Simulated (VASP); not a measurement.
The system is TiAl.

```xyz
2
Lattice="3.1577 0.0000 0.0000 0.0000 3.1577 0.0000 0.0000 0.0000 3.1577" Properties=species:S:1:pos:R:3 pbc="T T T"
Ti    0.0000    0.0000    0.0000
Al    1.5789    1.5789    1.5789
```

Base run:

```yaml
Program: VASP 6.6.1
Functional: PBE0
Potentials_or_basis: VASP PAW PBE potentials, release 64 (Ti_sv, Al)
Cutoff: 520 eV
k_mesh: 6 × 6 × 6
Occupations: fermi-dirac, width 0.05 eV
Spin: no spin polarisation
```

Its results: band gap on the k mesh zero (an odd number of electrons rules out a gap without spin polarisation); pressure -0.2 GPa.

The run is repeated on the same cell with these changes: k mesh from 6 × 6 × 6 to 4 × 4 × 4; further incar settings from ALGO = Normal; EDIFF = 1e-06; NBANDS = 14 to ALGO = Normal; EDIFF = 1e-07; NBANDS = 14. What comes out?

Band gap on the k mesh zero (an odd number of electrons rules out a gap without spin polarisation); pressure 1.4 GPa.

Caveats: some runs use coarse meshes; the PAW data sets were made with another functional, which shifts forces and pressure a little.
